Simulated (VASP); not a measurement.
# Ru (P6_3/mmc) in VASP: notebook, part 2 of 2

VASP 6.6.1. Earlier steps stand in the parts before.

**3. Single point, PBE**

This run uses another cell than the first one, of 13.03 Å³/atom, 1.021 times its volume.

INCAR reads:

```
PREC = Accurate
ENCUT = 520
EDIFF = 1E-6
ISMEAR = -1
SIGMA = 0.15
LREAL = F
LASPH = T
NELM = 80
ALGO = Normal
ISIF = 2
LWAVE = F
LCHARG = F
GGA = PE
NBANDS = 21
```

KPOINTS reads:

```
regular mesh
0
Gamma
  12 12 7
```

POSCAR reads:

```
Ru
1.0
    2.6692306523      0.0000000000      0.0000000000
   -1.3346153261      2.3116220096      0.0000000000
    0.0000000000      0.0000000000      4.2240293924
Ru
2
Direct
    0.3333333333      0.6666666667      0.2500000000
    0.6666666667      0.3333333333      0.7500000000
```

Potentials or basis: VASP PAW PBE potentials, release 64 (Ru_pv).

On the command line:

```console
cat potpaw_PBE.64/Ru_pv/POTCAR > POTCAR
mpirun -np 1 vasp_std > vasp.out
```

OUTCAR:

```text
PREC = Accurate
   ENCUT = 520
   EDIFF = 1E-6
   ISMEAR = -1
   LREAL = F
   LASPH = T
   NELM = 80
   ISIF = 2
   GGA = PE

 ion  position               nearest neighbor table
   1  0.333  0.667  0.250-   2 2.61   2 2.61   2 2.61   2 2.61   2 2.61   2 2.61
   2  0.667  0.333  0.750-   1 2.61   1 2.61   1 2.61   1 2.61   1 2.61   1 2.61

  LATTYP: Found a hexagonal cell.
 ALAT       =     2.6692306523
 C/A-ratio  =     1.5824894671

  Lattice vectors:

 A1 = (   2.6692306523,   0.0000000000,   0.0000000000)
 A2 = (  -1.3346153261,   2.3116220096,   0.0000000000)
 A3 = (   0.0000000000,   0.0000000000,   4.2240293924)

Analysis of symmetry for initial positions (statically):
=====================================================================
 Subroutine PRICEL returns:
 Original cell was already a primitive cell.

 Routine SETGRP: Setting up the symmetry group for a
 hexagonal supercell.

 Subroutine GETGRP returns: Found 24 space group operations
 (whereof 12 operations were pure point group operations)
 out of a pool of 24 trial point group operations.

The static configuration has the point symmetry D_3d.
 The point group associated with its full space group is D_6h.

Analysis of symmetry for dynamics (positions and initial velocities):
=====================================================================
 Subroutine PRICEL returns:
 Original cell was already a primitive cell.

 Routine SETGRP: Setting up the symmetry group for a
 hexagonal supercell.

 Subroutine GETGRP returns: Found 24 space group operations
 (whereof 12 operations were pure point group operations)
 out of a pool of 24 trial point group operations.

The dynamic configuration has the point symmetry D_3d.
 The point group associated with its full space group is D_6h.

 Subroutine INISYM returns: Found 24 space group operations
 (whereof 12 operations are pure point group operations),
 and found     1 'primitive' translations
[... 103 lines left out ...]
   POTIM  = 0.5000    time-step for ionic-motion
   TEBEG  =    0.0;   TEEND  =   0.0 temperature during run
   PSTRESS=    0.0 pullay stress
   NELECT =      28.0000    total number of electrons
   NUPDOWN=      -1.0000    fix difference up-down
   EMIN   =  10.00;   EMAX   =-10.00  energy-range for DOS
   EFERMI =   0.00;   METHOD = LEGACY
   ISMEAR =    -1;   SIGMA  =   0.15  broadening in eV -4-tet -1-fermi 0-gaus
   EFERMI_NEDOS =   21; number of points for ismear=-14 and -15
   IALGO  =     38    algorithm
   IMIX   =      4    mixing-type and parameters
     AMIX     =   0.40;   BMIX     =  1.00
     AMIX_MAG =   1.60;   BMIX_MAG =  1.00
  volume/ion in A,a.u.               =      13.03        87.94
  Fermi-wavevector in a.u.,A,eV,Ry     =   1.676683  3.168471 38.249582  2.811265
  Thomas-Fermi vector in A             =   2.761082
   LORBIT       =      0    0 simple, 1 ext, 2 COOP (PROOUT), +10 PAW based schemes
   GGA     = PE    functional components
   LHFCALC =     F    Hartree Fock is set to
   AEXX    =    0.0000 exact exchange contribution
   IVDW    =     0    specifies the selected vdW correction
   LEPSILON=     F    determine dielectric tensor
   LRPA    =     F    only Hartree local field effects (RPA)
 non-spin polarized calculation
  energy-cutoff  :      520.00
  volume of cell :       26.06
 maximum number of plane-waves:       717
 NGX is ok and might be reduce to    20
   NGX =  9   NGY =  9   NGZ = 15

 number of electron      27.9999991 magnetization

 Free energy of the ion-electron system (eV)
  ---------------------------------------------------
  ext. energy  EPLUGINS =         0.00000000
  ---------------------------------------------------
  free energy    TOTEN  =       -18.44618560 eV

  energy without entropy =      -18.33536428  energy(sigma->0) =      -18.39077494

 E-fermi :  13.6254     XC(G=0): -14.3758

 val. band max:       13.5773780571   @ k =   0.4167   0.0833   0.2857
 cond. band min:      13.6328545368   @ k =   0.3333   0.1667   0.2857
 fundamental gap:      0.0554764797
 Fermi energy:        13.6254242633

 k-point     1 :       0.0000    0.0000    0.0000
  band No.  band energies     occupation
      1     -30.2064      2.00000
      2     -29.1427      2.00000
      3     -29.1427      2.00000
      4     -28.9497      2.00000
      5     -28.9497      2.00000
      6     -28.8989      2.00000
[... 565 lines left out ...]
     20      23.9788      0.00000
     21      25.5555      0.00000

 [... further k-points ...]
[... 5 lines left out ...]
  --------------------------------------------------------------------------------------
  -------------------------------------------------------------------------------------
  Total        3.1979948      3.1979961      3.3014914      0.0000000      0.0000000      0.0000000
  in kB      196.5886694    196.5887470    202.9508628      0.0000000      0.0000000      0.0000000
  external PRESSURE =     198.7094264 kB  Pullay stress =       0.0000000 kB

 VOLUME and BASIS-vectors are now :
 -----------------------------------------------------------------------------
  energy-cutoff  :      520.00
  volume of cell :       26.06
      direct lattice vectors                 reciprocal lattice vectors
     2.669230652  0.000000000  0.000000000     0.374639786  0.216298339  0.000000000
    -1.334615326  2.311622010  0.000000000     0.000000000  0.432596677  0.000000000
     0.000000000  0.000000000  4.224029392     0.000000000  0.000000000  0.236740777

 POSITION                                       TOTAL-FORCE (eV/Angst)
 -----------------------------------------------------------------------------------
     -0.00000      1.54108      1.05601         0.000000     -0.000000      0.000000
      1.33462      0.77054      3.16802        -0.000000      0.000000      0.000000
 -----------------------------------------------------------------------------------
    total drift:                                0.000000     -0.000000      0.000000

  FREE ENERGIE OF THE ION-ELECTRON SYSTEM (eV)
  ---------------------------------------------------
  free  energy   TOTEN  =       -18.4461855976 eV

  energy  without entropy=      -18.3353642837  energy(sigma->0) =      -18.39077494
```

OSZICAR:

```text
N       E                     dE             d eps       ncg     rms          rms(c)
DAV:   1     0.288210032467E+03    0.28821E+03   -0.17530E+04  3200   0.149E+03
DAV:   2    -0.139861431531E+02   -0.30220E+03   -0.29297E+03  3237   0.447E+02
DAV:   3    -0.196918446860E+02   -0.57057E+01   -0.56748E+01  3807   0.691E+01
DAV:   4    -0.197340955277E+02   -0.42251E-01   -0.42181E-01  3915   0.571E+00
DAV:   5    -0.197345840958E+02   -0.48857E-03   -0.48444E-03  3706   0.544E-01    0.196E+01
DAV:   6    -0.185431959666E+02    0.11914E+01   -0.25907E+00  3647   0.158E+01    0.586E+00
DAV:   7    -0.184542891753E+02    0.88907E-01   -0.42908E-01  3662   0.512E+00    0.119E+00
DAV:   8    -0.184462113441E+02    0.80778E-02   -0.18205E-02  3472   0.119E+00    0.235E-01
DAV:   9    -0.184461782003E+02    0.33144E-04   -0.36858E-04  3672   0.202E-01    0.368E-02
DAV:  10    -0.184461865613E+02   -0.83610E-05   -0.28069E-05  3607   0.550E-02    0.122E-02
DAV:  11    -0.184461855976E+02    0.96364E-06   -0.54904E-06  3582   0.232E-02
   1 F= -.18446186E+02 E0= -.18390775E+02  d E =-.110821E+00
```

It took 30 s on 1 thread of Intel Xeon Platinum 8259CL at 2.50GHz (Skylake/Cascade Lake), shared host; peak memory 0.15 GiB.

What came out:

| Property | Result |
| --- | --- |
| Free energy | -18.4462 eV |
| Pressure | 19.9 GPa |
| Band gap on the k mesh | zero (band 14 reaches 15.13 eV, above the bottom of band 15 at 11.96 eV) |
